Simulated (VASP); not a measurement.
# C in VASP: further runs

The runs below take C through relaxation of the atoms, single point, with r2SCAN+D4, PBEsol-based global hybrid with 25 % exact exchange.

Program: VASP 6.6.1. These are calculated values, not measurements. Logs are shortened: lines on timing, memory, paths and dates and some standing lists are left out, and cuts for length are marked.

**1. The cell of the first run**

The typed cell holds 2 atoms: a = 2.522 Å, b = 2.522 Å, c = 2.522 Å, α = 60.00°, β = 60.00°, γ = 60.00°.

**2. Relaxation of the atoms, r2SCAN+D4, collinear spin (atoms moved at random)**

File POSCAR:

```
C
1.0
    0.0000000000      1.7833700000      1.7833700000
    1.7833700000      0.0000000000      1.7833700000
    1.7833700000      1.7833700000      0.0000000000
C
2
Direct
    0.7557270000      0.7492820000      0.7480910000
    0.4984020000      0.5059350000      0.5016340000
```

File INCAR.step1:

```
SYSTEM = C
  PREC = Accurate
  ENCUT = 580
  ISMEAR = -1
  SIGMA = 0.15
  LREAL = .FALSE.
  LASPH = .TRUE.
  NELM = 200
  ISPIN = 2
  MAGMOM = -0.26 0.34
  GGA = PE
  ALGO = Normal
  EDIFF = 1E-5
  LWAVE = .TRUE.
  LCHARG = .FALSE.
  GGA_COMPAT = .FALSE.
  IBRION = 2
  EDIFFG = -0.01
  NELMIN = 4
  NSW = 100
  KPAR = 4
```

File INCAR.step2:

```
SYSTEM = C
  PREC = Accurate
  ENCUT = 580
  EDIFF = 1E-7
  ISMEAR = -1
  SIGMA = 0.15
  LREAL = .FALSE.
  LASPH = .TRUE.
  NELM = 200
  ALGO = Normal
  ISIF = 2
  LWAVE = .FALSE.
  LCHARG = .FALSE.
  ISPIN = 2
  MAGMOM = -0.26 0.34
  LORBIT = 11
  METAGGA = R2SCAN
  LMIXTAU = .TRUE.
  IVDW = 13
  VDW_S6 = 1.0
  VDW_S8 = 0.6018749
  VDW_A1 = 0.51559235
  VDW_A2 = 5.77342911
  IBRION = 2
  NSW = 80
  EDIFFG = -0.01
  ISTART = 1
  GGA_COMPAT = .FALSE.
  NELMIN = 4
  KPAR = 4
```

File KPOINTS:

```
regular mesh
0
G
  10 10 10
  0 0 0
```

Potentials or basis: VASP PAW PBE potentials, release 64 (C).

The run is started by

```bash
$ cat potpaw_PBE.64/C/POTCAR > POTCAR
$ cp INCAR.step1 INCAR
$ mpirun -np 4 vasp_std > vasp.out
$ cp INCAR.step2 INCAR
$ mpirun -np 4 vasp_std > vasp.out
```

OUTCAR:

```text
SYSTEM = C
   PREC = Accurate
   ENCUT = 580
   EDIFF = 1E-7
   ISMEAR = -1
   LREAL = .FALSE.
   LASPH = .TRUE.
   NELM = 200
   ISIF = 2
   ISPIN = 2
   LORBIT = 11
   METAGGA = R2SCAN
   IVDW = 13
   IBRION = 2
   NSW = 80
   EDIFFG = -0.01
   ISTART = 1
   NELMIN = 4

 ion  position               nearest neighbor table
   1  0.756  0.749  0.748-   2 1.53   2 1.54   2 1.55   2 1.56
   2  0.498  0.506  0.502-   1 1.53   1 1.54   1 1.55   1 1.56

  LATTYP: Found a face centered cubic cell.
 ALAT       =     3.5667400000

  Lattice vectors:

 A1 = (   0.0000000000,   1.7833700000,   1.7833700000)
 A2 = (   1.7833700000,   0.0000000000,   1.7833700000)
 A3 = (   1.7833700000,   1.7833700000,   0.0000000000)

Analysis of symmetry for initial positions (statically):
=====================================================================
 Subroutine PRICEL returns:
 Original cell was already a primitive cell.

 Routine SETGRP: Setting up the symmetry group for a
 face centered cubic supercell.

 Subroutine GETGRP returns: Found  2 space group operations
 (whereof  1 operations were pure point group operations)
 out of a pool of 48 trial point group operations.

The static configuration has the point symmetry C_1 .
 The point group associated with its full space group is S_2 .

Analysis of symmetry for dynamics (positions and initial velocities):
=====================================================================
 Subroutine PRICEL returns:
 Original cell was already a primitive cell.

 Routine SETGRP: Setting up the symmetry group for a
 face centered cubic supercell.

 Subroutine GETGRP returns: Found  2 space group operations
 (whereof  1 operations were pure point group operations)
 out of a pool of 48 trial point group operations.

The dynamic configuration has the point symmetry C_1 .
 The point group associated with its full space group is S_2 .

Analysis of structural, dynamic, and magnetic symmetry:
=====================================================================
 Subroutine PRICEL returns:
 Original cell was already a primitive cell.

 Routine SETGRP: Setting up the symmetry group for a
 face centered cubic supercell.

 Subroutine GETGRP returns: Found  1 space group operations
 (whereof  1 operations were pure point group operations)
 out of a pool of 48 trial point group operations.

The overall configuration has the point symmetry C_1 .

 Subroutine INISYM returns: Found  1 space group operations
 (whereof  1 operations are pure point group operations),
 and found     1 'primitive' translations

----------------------------------------------------------------------------------------

                                     Primitive cell

  volume of cell :      11.3437

  direct lattice vectors                    reciprocal lattice vectors
     0.000000000  1.783370000  1.783370000    -0.280368067  0.280368067  0.280368067
     1.783370000  0.000000000  1.783370000     0.280368067 -0.280368067  0.280368067
     1.783370000  1.783370000  0.000000000     0.280368067  0.280368067 -0.280368067

  length of vectors
     2.522066041  2.522066041  2.522066041     0.485611737  0.485611737  0.485611737

  position of ions in fractional coordinates (direct lattice)
     0.755727000  0.749282000  0.748091000
     0.498402000  0.505935000  0.501634000

  ion indices of the primitive-cell ions
   primitive index   ion index
                 1           1
                 2           2

----------------------------------------------------------------------------------------

 KPOINTS: regular mesh

Automatic generation of k-mesh.
 Grid dimensions read from file:
 generate k-points for:   10   10   10

 Generating k-lattice:

  Cartesian coordinates                     Fractional coordinates (reciprocal lattice)
    -0.028036807  0.028036807  0.028036807     0.100000000  0.000000000  0.000000000
     0.028036807 -0.028036807  0.028036807     0.000000000  0.100000000  0.000000000
     0.028036807  0.028036807 -0.028036807     0.000000000  0.000000000  0.100000000

  Length of vectors
     0.048561174  0.048561174  0.048561174

  Shift w.r.t. Gamma in fractional coordinates (k-lattice)
     0.000000000  0.000000000  0.000000000

 Subroutine IBZKPT returns following result:
 ===========================================

 Found    504 irreducible k-points:

 Following reciprocal coordinates:
            Coordinates               Weight
  0.000000  0.000000  0.000000      1.000000
  0.100000  0.000000  0.000000      2.000000
  0.000000  0.100000  0.000000      2.000000
  0.000000  0.000000  0.100000      2.000000
  0.100000  0.100000  0.100000      2.000000
  0.200000  0.000000  0.000000      2.000000
[... 16 lines left out ...]
  0.000000  0.100000  0.100000      2.000000
  0.100000  0.000000  0.100000      2.000000
 [... further k-points ...]
   k-points           NKPTS =    504   k-points in BZ     NKDIM =    504   number of bands    NBANDS=      8
   number of dos      NEDOS =    301   number of ions     NIONS =      2
   total plane-waves  NPLWV =   8000
   dimension x,y,z NGX =    20 NGY =   20 NGZ =   20
   dimension x,y,z NGXF=    40 NGYF=   40 NGZF=   40
   ions per type =               2
   NGX,Y,Z   is equivalent  to a cutoff of  13.18, 13.18, 13.18 a.u.
   NGXF,Y,Z  is equivalent  to a cutoff of  26.37, 26.37, 26.37 a.u.
 SYSTEM =  C
   PREC   = accura    normal or accurate (medium, high low for compatibility)
   ISTART =      1    job   : 0-new  1-cont  2-samecut
   ICHARG =      0    charge: 1-file 2-atom 10-const
   ISPIN  =      2    spin polarized calculation?
   LNONCOLLINEAR =      F non collinear calculations
   LSORBIT =      F    spin-orbit coupling
   LASPH  =      T    aspherical Exc in radial PAW
   ENCUT  =  580.0 eV  42.63 Ry    6.53 a.u.   4.95  4.95  4.95*2*pi/ulx,y,z
   NELM   =    200;   NELMIN=  4; NELMDL=  0     # of ELM steps
   EDIFF  = 0.1E-06   stopping-criterion for ELM
   LREAL  =      F    real-space projection
   EDIFFG = -.1E-01   stopping-criterion for IOM
   NSW    =     80    number of steps for IOM
   IBRION =      2    ionic relax: 0-MD 1-quasi-New 2-CG
   NFREE  =      1    steps in history (QN), initial steepest desc. (CG)
   ISIF   =      2    stress and relaxation
   ISYM   =      2    0-nonsym 1-usesym 2-fastsym
   POTIM  = 0.5000    time-step for ionic-motion
   TEBEG  =    0.0;   TEEND  =   0.0 temperature during run
   PSTRESS=    0.0 pullay stress
   NELECT =       8.0000    total number of electrons
   NUPDOWN=      -1.0000    fix difference up-down
   EMIN   =  10.00;   EMAX   =-10.00  energy-range for DOS
   EFERMI =   0.00;   METHOD = LEGACY
   ISMEAR =    -1;   SIGMA  =   0.15  broadening in eV -4-tet -1-fermi 0-gaus
   EFERMI_NEDOS =   21; number of points for ismear=-14 and -15
   IALGO  =     38    algorithm
   IMIX   =      4    mixing-type and parameters
     AMIX     =   0.40;   BMIX     =  1.00
     AMIX_MAG =   1.60;   BMIX_MAG =  1.00
  volume/ion in A,a.u.               =       5.67        38.28
  Fermi-wavevector in a.u.,A,eV,Ry     =   1.457203  2.753714 28.891161  2.123440
  Thomas-Fermi vector in A             =   2.574032
   LORBIT       =     11    0 simple, 1 ext, 2 COOP (PROOUT), +10 PAW based schemes
   METAGGA = R2SCAN    functional components
   LHFCALC =     F    Hartree Fock is set to
   AEXX    =    0.0000 exact exchange contribution
   IVDW    =    13    specifies the selected vdW correction
   LEPSILON=     F    determine dielectric tensor
   LRPA    =     F    only Hartree local field effects (RPA)
 conjugate gradient relaxation of ions
 spin polarized calculation
  energy-cutoff  :      580.00
  volume of cell :       11.34
 maximum number of plane-waves:       370
   NGX =  9   NGY =  9   NGZ =  9

--------------------------------------- Ionic step        1  -------------------------------------------

 number of electron       7.9999999 magnetization      -0.0000000

 number of electron       7.9999999 magnetization       0.0000000

 Free energy of the ion-electron system (eV)
  ---------------------------------------------------
  ext. energy  EPLUGINS =         0.00000000
  ---------------------------------------------------
  free energy    TOTEN  =       -19.65463769 eV

  energy without entropy =      -19.65463764  energy(sigma->0) =      -19.65463766

------------------------ aborting loop because EDIFF is reached ----------------------------------------

  DFT-D4 for vdW energy calculation

  Edisp (eV):   -0.17647

  FORCE on cell =-STRESS in cart. coord.  units (eV):
  Direction    XX          YY          ZZ          XY          YZ          ZX
  --------------------------------------------------------------------------------------
  -------------------------------------------------------------------------------------
  Total      -0.28327    -0.27847    -0.27773    -0.00858     0.04072    -0.01604
  in kB     -40.00930   -39.33079   -39.22588    -1.21130     5.75136    -2.26574
  external pressure =      -39.52 kB  Pullay stress =        0.00 kB
[... 191 lines left out ...]
--------------------------------------- Ionic step        6  -------------------------------------------

 number of electron       7.9999999 magnetization       0.0000000

 number of electron       7.9999999 magnetization      -0.0000000

 Free energy of the ion-electron system (eV)
  ---------------------------------------------------
  ext. energy  EPLUGINS =         0.00000000
  ---------------------------------------------------
  free energy    TOTEN  =       -19.66191864 eV

  energy without entropy =      -19.66191861  energy(sigma->0) =      -19.66191862

 E-fermi :  11.8225     XC(G=0): -14.2577

 val. band max:        9.7119238322   @ k =   0.0000   0.0000   0.0000
 cond. band min:      14.0797576209   @ k =   0.4000   0.4000   0.0000
 fundamental gap:      4.3678337888
 Fermi energy:        11.8224614277

 spin component 1

 k-point     1 :       0.0000    0.0000    0.0000
  band No.  band energies     occupation
      1     -12.9833      1.00000
      2       9.7117      1.00000
      3       9.7118      1.00000
      4       9.7119      1.00000
      5      15.5471      0.00000
      6      15.5472      0.00000
      7      15.5473      0.00000
      8      23.5292      0.00000
[... 243 lines left out ...]
 k-point    24 :       0.1000    0.0000    0.1000
  band No.  band energies     occupation
      1     -12.5979      1.00000
      2       8.4050      1.00000
      3       8.4051      1.00000
      4       8.7598      1.00000
      5      15.2595      0.00000
      6      17.1999      0.00000
      7      17.2000      0.00000
      8      23.6950      0.00000

 [... further k-points ...]

 spin component 2

 k-point     1 :       0.0000    0.0000    0.0000
  band No.  band energies     occupation
      1     -12.9833      1.00000
      2       9.7117      1.00000
      3       9.7118      1.00000
      4       9.7119      1.00000
      5      15.5471      0.00000
      6      15.5472      0.00000
      7      15.5473      0.00000
      8      23.5292      0.00000
[... 243 lines left out ...]
 k-point    24 :       0.1000    0.0000    0.1000
  band No.  band energies     occupation
      1     -12.5979      1.00000
      2       8.4050      1.00000
      3       8.4051      1.00000
      4       8.7598      1.00000
      5      15.2595      0.00000
      6      17.1999      0.00000
      7      17.2000      0.00000
      8      23.6950      0.00000

 [... further k-points ...]

------------------------ aborting loop because EDIFF is reached ----------------------------------------

  DFT-D4 for vdW energy calculation

  Edisp (eV):   -0.17647

  FORCE on cell =-STRESS in cart. coord.  units (eV):
  Direction    XX          YY          ZZ          XY          YZ          ZX
  --------------------------------------------------------------------------------------
  -------------------------------------------------------------------------------------
  Total      -0.28919    -0.28919    -0.28919    -0.00018     0.00011    -0.00007
  in kB     -40.84492   -40.84495   -40.84471    -0.02600     0.01493    -0.01033
  external pressure =      -40.84 kB  Pullay stress =        0.00 kB
[... 17 lines left out ...]
  FREE ENERGIE OF THE ION-ELECTRON SYSTEM (eV)
  ---------------------------------------------------
  free  energy   TOTEN  =       -19.8383929354 eV

  energy  without entropy=      -19.8383929045  energy(sigma->0) =      -19.83839292

 reached required accuracy - stopping structural energy minimisation

 total charge

# of ion       s       p       d       tot
------------------------------------------
    1        0.844   1.739   0.000   2.583
    2        0.844   1.739   0.000   2.583
--------------------------------------------------
tot          1.687   3.478   0.000   5.165

 magnetization (x)

# of ion       s       p       d       tot
------------------------------------------
    1        0.000   0.000   0.000   0.000
    2       -0.000  -0.000   0.000  -0.000
--------------------------------------------------
tot          0.000   0.000   0.000   0.000
```

It took 3.8 min on 4 MPI ranks of Intel Xeon 6975P-C (Granite Rapids), shared host; peak memory 0.17 GiB.

What came out:

| Quantity | Value |
| --- | --- |
| Free energy | -19.8384 eV |
| Energy gained by relaxing | 3.6 meV/atom |
| Ionic steps | 6 |
| Pressure after relaxing | -4.1 GPa |
| Band gap on the k mesh | 4.37 eV (least direct gap 5.84 eV) |
| Net moment | 0.00 μB per cell |
| Valence electrons inside the program's atomic spheres | C 2.58 |
| Dispersion energy per atom | -0.088 eV |

Step by step:
```
step  energy change (eV)  largest force (eV/Å)  pressure (GPa)
   1              0.0000                0.7504           -3.95
   2              0.0461                2.0033           -3.12
   3             -0.0073                0.0150           -4.08
   4             -0.0073                0.0203           -4.08
   5             -0.0073                0.0437           -4.08
   6             -0.0073                0.0004           -4.08
```

Final structure:
```cif
data_structure
_symmetry_space_group_name_H-M 'P 1'
_symmetry_Int_Tables_number 1
_cell_length_a 2.5221
_cell_length_b 2.5221
_cell_length_c 2.5221
_cell_angle_alpha 60.000
_cell_angle_beta 60.000
_cell_angle_gamma 60.000
_cell_volume 11.34
loop_
_atom_site_label
_atom_site_type_symbol
_atom_site_fract_x
_atom_site_fract_y
_atom_site_fract_z
_atom_site_occupancy
C1 C 0.75206 0.75261 0.74986 1
C2 C 0.50207 0.50261 0.49986 1
```

Caveat: the cell differs from its parent crystal (atoms moved at random); the PAW data sets were made with another functional, which shifts forces and pressure a little.

[end of part 1 of 2]
